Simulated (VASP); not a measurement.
# GaN (P6_3mc) in VASP: settings compared

The runs below take GaN through single point, relaxation of cell and atoms, with PBE, r2SCAN.

Everything below comes from runs of VASP 6.6.1. Logs are shortened: lines on timing, memory, paths and dates and some standing lists are left out, and cuts for length are marked.

### Step 1. The cell of the first run

Symmetry: P6_3mc, No. 186, hexagonal system. Conventional cell: a = 3.218 Å, b = 3.218 Å, c = 5.243 Å, α = 90.00°, β = 90.00°, γ = 120.00°. Within 2.6 Å of Ga (site symmetry 3m) lie 4 N at 1.97 to 1.98 Å. Within 2.6 Å of N (site symmetry 3m) lie 4 Ga at 1.97 to 1.98 Å.

### Step 2. Single point, PBE

INCAR reads:

```
SYSTEM = GaN
PREC     = Accurate       ! precision mode
ENCUT    = 520            ! plane-wave cutoff, eV
EDIFF    = 1E-6           ! SCF threshold, eV
ISMEAR   = -1             ! smearing method
SIGMA    = 0.02           ! smearing width, eV
LREAL    = .FALSE.        ! projectors in reciprocal space
LASPH    = .TRUE.         ! aspherical terms in the spheres
NELM     = 100            ! most SCF steps
ALGO     = Normal         ! electronic algorithm
ISIF     = 2              ! what is computed and relaxed
LWAVE    = .FALSE.        ! write WAVECAR
LCHARG   = .FALSE.        ! write CHGCAR
GGA      = PE             ! functional
NBANDS   = 26             ! bands
```

KPOINTS reads:

```
Automatic mesh
0
G
  12 12 6
  0 0 0
```

POSCAR reads:

```
GaN
1.0
    3.2183180073      0.0000000000      0.0000000000
   -1.6091590037      2.7871451518      0.0000000000
    0.0000000000      0.0000000000      5.2432519063
Ga N
2 2
Direct
    0.3333333333      0.6666666667     -0.0008524585
    0.6666666667      0.3333333333      0.4991475415
    0.3333333333      0.6666666667      0.3758524585
    0.6666666667      0.3333333333      0.8758524585
```

Potentials or basis: VASP PAW PBE potentials, release 64 (Ga_d, N).

Run with:

```
$ cat potpaw_PBE.64/Ga_d/POTCAR potpaw_PBE.64/N/POTCAR > POTCAR
$ mpirun -np 1 vasp_std > vasp.out
```

OUTCAR:

```text
SYSTEM = GaN
   PREC = Accurate
   ENCUT = 520
   EDIFF = 1E-6
   ISMEAR = -1
   LREAL = .FALSE.
   LASPH = .TRUE.
   NELM = 100
   ISIF = 2
   GGA = PE

 ion  position               nearest neighbor table
   1  0.333  0.667  0.999-   4 1.97   4 1.97   4 1.97   3 1.98
   2  0.667  0.333  0.499-   3 1.97   3 1.97   3 1.97   4 1.98
   3  0.333  0.667  0.376-   2 1.97   2 1.97   2 1.97   1 1.98
   4  0.667  0.333  0.876-   1 1.97   1 1.97   1 1.97   2 1.98

  LATTYP: Found a hexagonal cell.
 ALAT       =     3.2183180073
 C/A-ratio  =     1.6291901218

  Lattice vectors:

 A1 = (   3.2183180073,   0.0000000000,   0.0000000000)
 A2 = (  -1.6091590037,   2.7871451518,   0.0000000000)
 A3 = (   0.0000000000,   0.0000000000,   5.2432519063)

Analysis of symmetry for initial positions (statically):
=====================================================================
 Subroutine PRICEL returns:
 Original cell was already a primitive cell.

 Routine SETGRP: Setting up the symmetry group for a
 hexagonal supercell.

 Subroutine GETGRP returns: Found 12 space group operations
 (whereof  6 operations were pure point group operations)
 out of a pool of 24 trial point group operations.

The static configuration has the point symmetry C_3v.
 The point group associated with its full space group is C_6v.

Analysis of symmetry for dynamics (positions and initial velocities):
=====================================================================
 Subroutine PRICEL returns:
 Original cell was already a primitive cell.

 Routine SETGRP: Setting up the symmetry group for a
 hexagonal supercell.

 Subroutine GETGRP returns: Found 12 space group operations
 (whereof  6 operations were pure point group operations)
 out of a pool of 24 trial point group operations.

The dynamic configuration has the point symmetry C_3v.
 The point group associated with its full space group is C_6v.

 Subroutine INISYM returns: Found 12 space group operations
 (whereof  6 operations are pure point group operations),
 and found     1 'primitive' translations

----------------------------------------------------------------------------------------

                                     Primitive cell

  volume of cell :      47.0315

  direct lattice vectors                    reciprocal lattice vectors
     3.218318007  0.000000000  0.000000000     0.310721314  0.179395034  0.000000000
    -1.609159004  2.787145152  0.000000000     0.000000000  0.358790069  0.000000000
     0.000000000  0.000000000  5.243251906     0.000000000  0.000000000  0.190721334

  length of vectors
     3.218318007  3.218318007  5.243251906     0.358790069  0.358790069  0.190721334

  position of ions in fractional coordinates (direct lattice)
     0.333333333  0.666666667  0.999147542
     0.666666667  0.333333333  0.499147542
     0.333333333  0.666666667  0.375852458
     0.666666667  0.333333333  0.875852458

  ion indices of the primitive-cell ions
   primitive index   ion index
                 1           1
                 2           2
                 3           3
                 4           4

----------------------------------------------------------------------------------------

 KPOINTS: Automatic mesh

Automatic generation of k-mesh.
 Grid dimensions read from file:
 generate k-points for:   12   12    6

 Generating k-lattice:

  Cartesian coordinates                     Fractional coordinates (reciprocal lattice)
     0.025893443  0.014949586  0.000000000     0.083333333 -0.000000000  0.000000000
     0.000000000  0.029899172  0.000000000     0.000000000  0.083333333  0.000000000
     0.000000000  0.000000000  0.031786889     0.000000000  0.000000000  0.166666667

  Length of vectors
     0.029899172  0.029899172  0.031786889

  Shift w.r.t. Gamma in fractional coordinates (k-lattice)
     0.000000000  0.000000000  0.000000000

 Subroutine IBZKPT returns following result:
 ===========================================

 Found     76 irreducible k-points:

 Following reciprocal coordinates:
            Coordinates               Weight
  0.000000  0.000000  0.000000      1.000000
  0.083333  0.000000  0.000000      6.000000
  0.166667 -0.000000  0.000000      6.000000
  0.250000  0.000000  0.000000      6.000000
  0.333333  0.000000  0.000000      6.000000
  0.416667  0.000000  0.000000      6.000000
[... 16 lines left out ...]
  0.250000  0.000000  0.166667     12.000000
  0.333333  0.000000  0.166667     12.000000
 [... further k-points ...]
   k-points           NKPTS =     76   k-points in BZ     NKDIM =     76   number of bands    NBANDS=     26
   number of dos      NEDOS =    301   number of ions     NIONS =      4
   total plane-waves  NPLWV =  23040
   dimension x,y,z NGX =    24 NGY =   24 NGZ =   40
   dimension x,y,z NGXF=    48 NGYF=   48 NGZF=   80
   ions per type =               2   2
   NGX,Y,Z   is equivalent  to a cutoff of  12.40, 12.40, 12.68 a.u.
   NGXF,Y,Z  is equivalent  to a cutoff of  24.79, 24.79, 25.37 a.u.
 SYSTEM =  GaN
   PREC   = accura    normal or accurate (medium, high low for compatibility)
   ISTART =      0    job   : 0-new  1-cont  2-samecut
   ICHARG =      2    charge: 1-file 2-atom 10-const
   ISPIN  =      1    spin polarized calculation?
   LNONCOLLINEAR =      F non collinear calculations
   LSORBIT =      F    spin-orbit coupling
   LASPH  =      T    aspherical Exc in radial PAW
   ENCUT  =  520.0 eV  38.22 Ry    6.18 a.u.   5.98  5.98  9.75*2*pi/ulx,y,z
   NELM   =    100;   NELMIN=  2; NELMDL= -5     # of ELM steps
   EDIFF  = 0.1E-05   stopping-criterion for ELM
   LREAL  =      F    real-space projection
   EDIFFG = 0.1E-04   stopping-criterion for IOM
   NSW    =      0    number of steps for IOM
   IBRION =     -1    ionic relax: 0-MD 1-quasi-New 2-CG
   NFREE  =      0    steps in history (QN), initial steepest desc. (CG)
   ISIF   =      2    stress and relaxation
   ISYM   =      2    0-nonsym 1-usesym 2-fastsym
   POTIM  = 0.5000    time-step for ionic-motion
   TEBEG  =    0.0;   TEEND  =   0.0 temperature during run
   PSTRESS=    0.0 pullay stress
   NELECT =      36.0000    total number of electrons
   NUPDOWN=      -1.0000    fix difference up-down
   EMIN   =  10.00;   EMAX   =-10.00  energy-range for DOS
   EFERMI =   0.00;   METHOD = LEGACY
   ISMEAR =    -1;   SIGMA  =   0.02  broadening in eV -4-tet -1-fermi 0-gaus
   EFERMI_NEDOS =   21; number of points for ismear=-14 and -15
   IALGO  =     38    algorithm
   IMIX   =      4    mixing-type and parameters
     AMIX     =   0.40;   BMIX     =  1.00
     AMIX_MAG =   1.60;   BMIX_MAG =  1.00
  volume/ion in A,a.u.               =      11.76        79.35
  Fermi-wavevector in a.u.,A,eV,Ry     =   1.497543  2.829946 30.512894  2.242634
  Thomas-Fermi vector in A             =   2.609417
   LORBIT       =      0    0 simple, 1 ext, 2 COOP (PROOUT), +10 PAW based schemes
   GGA     = PE    functional components
   LHFCALC =     F    Hartree Fock is set to
   AEXX    =    0.0000 exact exchange contribution
   IVDW    =     0    specifies the selected vdW correction
   LEPSILON=     F    determine dielectric tensor
   LRPA    =     F    only Hartree local field effects (RPA)
 non-spin polarized calculation
  energy-cutoff  :      520.00
  volume of cell :       47.03
 maximum number of plane-waves:      1290
 NGX is ok and might be reduce to    24
   NGX = 11   NGY = 11   NGZ = 19

 number of electron      35.9999956 magnetization

 Free energy of the ion-electron system (eV)
  ---------------------------------------------------
  ext. energy  EPLUGINS =         0.00000000
  ---------------------------------------------------
  free energy    TOTEN  =       -24.32786759 eV

  energy without entropy =      -24.32786759  energy(sigma->0) =      -24.32786759

 E-fermi :   5.3686     XC(G=0): -11.5152

 val. band max:        5.0090223308   @ k =   0.0000   0.0000   0.0000
 cond. band min:       6.7247834627   @ k =   0.0000   0.0000   0.0000
 fundamental gap:      1.7157611319
 Fermi energy:         5.3685715238

 k-point     1 :       0.0000    0.0000    0.0000
  band No.  band energies     occupation
      1     -10.7266      2.00000
      2      -9.9032      2.00000
      3      -8.4116      2.00000
      4      -8.3972      2.00000
      5      -8.3972      2.00000
      6      -8.3414      2.00000
[... 18 lines left out ...]
     25      16.4973      0.00000
     26      16.4973      0.00000

 k-point     2 :       0.0833    0.0000    0.0000
  band No.  band energies     occupation
      1     -10.6622      2.00000
      2      -9.8875      2.00000
      3      -8.4057      2.00000
      4      -8.3879      2.00000
      5      -8.3736      2.00000
      6      -8.3342      2.00000
[... 18 lines left out ...]
     25      16.1522      0.00000
     26      16.6464      0.00000

 k-point     3 :       0.1667   -0.0000    0.0000
  band No.  band energies     occupation
      1     -10.4884      2.00000
      2      -9.8491      2.00000
      3      -8.3834      2.00000
      4      -8.3653      2.00000
      5      -8.3200      2.00000
      6      -8.2945      2.00000
[... 18 lines left out ...]
     25      16.1666      0.00000
     26      16.9987      0.00000

 k-point     4 :       0.2500    0.0000    0.0000
  band No.  band energies     occupation
      1     -10.2633      2.00000
      2      -9.8075      2.00000
      3      -8.3603      2.00000
      4      -8.3430      2.00000
      5      -8.2815      2.00000
      6      -8.2480      2.00000
[... 18 lines left out ...]
     25      16.2724      0.00000
     26      17.4688      0.00000

 k-point     5 :       0.3333    0.0000    0.0000
  band No.  band energies     occupation
      1     -10.0663      2.00000
      2      -9.7775      2.00000
      3      -8.3480      2.00000
      4      -8.3317      2.00000
      5      -8.2546      2.00000
      6      -8.2032      2.00000
[... 18 lines left out ...]
     25      16.4609      0.00000
     26      17.9323      0.00000

 k-point     6 :       0.4167    0.0000    0.0000
  band No.  band energies     occupation
      1      -9.9477      2.00000
      2      -9.7623      2.00000
      3      -8.3479      2.00000
      4      -8.3295      2.00000
      5      -8.2444      2.00000
      6      -8.1989      2.00000
[... 427 lines left out ...]
 k-point    21 :       0.0833    0.0000    0.1667
  band No.  band energies     occupation
      1     -10.5889      2.00000
      2      -9.9107      2.00000
      3      -8.3967      2.00000
      4      -8.3862      2.00000
      5      -8.3583      2.00000
      6      -8.3394      2.00000
[... 18 lines left out ...]
     25      16.0086      0.00000
     26      16.4146      0.00000

 k-point    22 :       0.1667   -0.0000    0.1667
  band No.  band energies     occupation
      1     -10.4234      2.00000
      2      -9.8660      2.00000
      3      -8.3798      2.00000
      4      -8.3623      2.00000
      5      -8.3244      2.00000
      6      -8.3008      2.00000
[... 18 lines left out ...]
     25      15.7804      0.00000
     26      16.7998      0.00000

 k-point    23 :       0.2500    0.0000    0.1667
  band No.  band energies     occupation
      1     -10.2120      2.00000
      2      -9.8169      2.00000
      3      -8.3604      2.00000
      4      -8.3372      2.00000
      5      -8.2936      2.00000
      6      -8.2547      2.00000
[... 18 lines left out ...]
     25      15.9159      0.00000
     26      17.3068      0.00000

 k-point    24 :       0.3333    0.0000    0.1667
  band No.  band energies     occupation
      1     -10.0302      2.00000
      2      -9.7809      2.00000
      3      -8.3519      2.00000
      4      -8.3226      2.00000
      5      -8.2687      2.00000
      6      -8.2106      2.00000
[... 18 lines left out ...]
     25      16.1698      0.00000
     26      17.8816      0.00000

 [... further k-points ...]

------------------------ aborting loop because EDIFF is reached ----------------------------------------

  FORCE on cell =-STRESS in cart. coord.  units (eV):
  Direction    XX          YY          ZZ          XY          YZ          ZX
  --------------------------------------------------------------------------------------
  -------------------------------------------------------------------------------------
  Total        0.0370120      0.0370120      0.0465158     -0.0000000      0.0000000      0.0000000
  in kB        1.2608504      1.2608504      1.5846072     -0.0000000      0.0000000      0.0000000
  external PRESSURE =       1.3687693 kB  Pullay stress =       0.0000000 kB

 VOLUME and BASIS-vectors are now :
 -----------------------------------------------------------------------------
  energy-cutoff  :      520.00
  volume of cell :       47.03
      direct lattice vectors                 reciprocal lattice vectors
     3.218318007  0.000000000  0.000000000     0.310721314  0.179395034  0.000000000
    -1.609159004  2.787145152  0.000000000     0.000000000  0.358790069  0.000000000
     0.000000000  0.000000000  5.243251906     0.000000000  0.000000000  0.190721334

 POSITION                                       TOTAL-FORCE (eV/Angst)
 -----------------------------------------------------------------------------------
     -0.00000      1.85810      5.23878        -0.000000      0.000000     -0.001253
      1.60916      0.92905      2.61716        -0.000000     -0.000000     -0.001253
     -0.00000      1.85810      1.97069        -0.000000      0.000000      0.001253
      1.60916      0.92905      4.59232         0.000000     -0.000000      0.001253
 -----------------------------------------------------------------------------------
    total drift:                               -0.000001     -0.000001     -0.001203

  FREE ENERGIE OF THE ION-ELECTRON SYSTEM (eV)
  ---------------------------------------------------
  free  energy   TOTEN  =       -24.3278675931 eV

  energy  without entropy=      -24.3278675930  energy(sigma->0) =      -24.32786759
```

Run time: 34 s. Hardware: 1 thread of Intel Xeon 6975P-C (Granite Rapids), shared host; peak memory 0.2 GiB.

Results:

```yaml
Free_energy: -24.3279 eV
Pressure: 0.1 GPa
Band_gap_on_the_k_mesh: 1.72 eV
```

### Step 3. Single point, r2SCAN

This run uses another cell than the first one, of 11.37 Å³/atom.

POSCAR reads:

```
GaN
1.0
    3.1831494095      0.0000000000      0.0000000000
   -1.5915747048      2.7566882526      0.0000000000
    0.0000000000      0.0000000000      5.1836254585
Ga N
2 2
Direct
    0.3333333333      0.6666666667     -0.0008868077
    0.6666666667      0.3333333333      0.4991131923
    0.3333333333      0.6666666667      0.3758868077
    0.6666666667      0.3333333333      0.8758868077
```

INCAR.step1 reads:

```
SYSTEM = GaN
PREC = Accurate
ENCUT = 520
ISMEAR = -1
SIGMA = 0.02
LREAL = .FALSE.
LASPH = .TRUE.
NELM = 60
NBANDS = 26
GGA = PE
ALGO = Normal
EDIFF = 1E-4
LWAVE = .TRUE.
LCHARG = .FALSE.
```

INCAR.step2 reads:

```
SYSTEM = GaN
PREC = Accurate
ENCUT = 520
EDIFF = 1E-6
ISMEAR = -1
SIGMA = 0.02
LREAL = .FALSE.
LASPH = .TRUE.
NELM = 60
ALGO = Normal
ISIF = 2
LWAVE = .FALSE.
LCHARG = .FALSE.
METAGGA = R2SCAN
LMIXTAU = .TRUE.
NBANDS = 26
ISTART = 1
```

KPOINTS reads:

```
regular mesh
0
G
  12 12 4
  0 0 0
```

Potentials or basis: VASP PAW PBE potentials, release 64 (Ga_d, N).

Run with:

```
$ cat potpaw_PBE.64/Ga_d/POTCAR potpaw_PBE.64/N/POTCAR > POTCAR
$ cp INCAR.step1 INCAR
$ mpirun -np 1 vasp_std > vasp.out
$ cp INCAR.step2 INCAR
$ mpirun -np 1 vasp_std > vasp.out
```

It took 92 s on 1 thread of Intel Xeon 6975P-C (Granite Rapids), shared host; peak memory 0.2 GiB.

It converged, with:

| Item | Value |
| --- | --- |
| Free energy | -43.8208 eV |
| Pressure | 1.1 GPa |
| Largest force | 0.005 eV/Å |
| Band gap on the k mesh | 2.34 eV |

Forces in eV/Å, atoms in the order of the input:
```
Ga   0.000  0.000  0.005
Ga   0.000  0.000  0.005
N    0.000  0.000 -0.005
N    0.000  0.000 -0.005
```

Stress tensor (GPa, compression positive):
```
1.11 0.00 0.00
0.00 1.11 0.00
0.00 0.00 0.98
```

Levels at points of the mesh, in eV from the valence-band top:
```tsv
k point	band 15	band 16	band 17	band 18	band 19	band 20	band 21	band 22
(0.00, 0.00, 0.00)	-1.07	-0.04	0.00	0.00	2.34	4.81	9.96	10.59
(0.50, 0.00, 0.00)	-4.30	-2.84	-2.24	-1.03	5.58	6.12	6.55	9.35
(0.00, 0.00, 0.50)	-0.55	-0.55	-0.55	-0.55	4.77	4.77	9.18	9.18
(0.50, 0.00, 0.50)	-2.01	-2.01	-1.95	-1.95	4.89	4.89	8.42	8.42
```

Caveat: the PAW data sets were made with another functional, which shifts forces and pressure a little.

### Step 4. Single point, r2SCAN

This run uses another cell than the first one, of 11.37 Å³/atom.

POSCAR is that of step 3.

INCAR.step1 reads:

```
SYSTEM = GaN
PREC = Accurate
ENCUT = 520
ISMEAR = 0
SIGMA = 0.01
LREAL = .FALSE.
LASPH = .TRUE.
NELM = 100
NBANDS = 26
GGA = PE
ALGO = Normal
EDIFF = 1E-4
LWAVE = .TRUE.
LCHARG = .FALSE.
```

INCAR.step2: that of step 3 with these lines changed.

```diff
@@ -4,7 +4,7 @@
 EDIFF = 1E-6
-ISMEAR = -1
-SIGMA = 0.02
+ISMEAR = 0
+SIGMA = 0.01
 LREAL = .FALSE.
 LASPH = .TRUE.
-NELM = 60
+NELM = 100
 ALGO = Normal
```

KPOINTS reads:

```
Automatic mesh
0
G
  12 12 6
  0 0 0
```

Run with:

```
$ cat potpaw_PBE.64/Ga_d/POTCAR potpaw_PBE.64/N/POTCAR > POTCAR
$ cp INCAR.step1 INCAR
$ mpirun -np 1 vasp_std > vasp.out
$ cp INCAR.step2 INCAR
$ mpirun -np 1 vasp_std > vasp.out
```

Run time: 1.9 min. Hardware: 1 thread of Intel Xeon 6975P-C (Granite Rapids), shared host; peak memory 0.22 GiB.

Results (log left out):

```yaml
Free_energy: -43.8209 eV
Pressure: 1.1 GPa
Largest_force: 0.005 eV/Å
Band_gap_on_the_k_mesh: 2.34 eV
```

Forces on the atoms (eV/Å):
```
Ga   0.000  0.000  0.005
Ga   0.000  0.000  0.005
N    0.000  0.000 -0.005
N    0.000  0.000 -0.005
```

Stress tensor (GPa, compression positive):
```
1.11 0.00 0.00
0.00 1.11 0.00
0.00 0.00 0.99
```

Levels at points of the mesh, in eV from the valence-band top:
```
           k point  band 15  band 16  band 17  band 18  band 19  band 20  band 21  band 22
(0.00, 0.00, 0.00)    -1.07    -0.04     0.00     0.00     2.34     4.81     9.96    10.59
(0.50, 0.00, 0.00)    -4.30    -2.84    -2.24    -1.03     5.58     6.12     6.55     9.35
(0.00, 0.00, 0.50)    -0.55    -0.55    -0.55    -0.55     4.77     4.77     9.18     9.18
(0.50, 0.00, 0.50)    -2.01    -2.01    -1.95    -1.95     4.89     4.89     8.42     8.42
```

Caveat: the PAW data sets were made with another functional, which shifts forces and pressure a little.

[end of part 1 of 2]
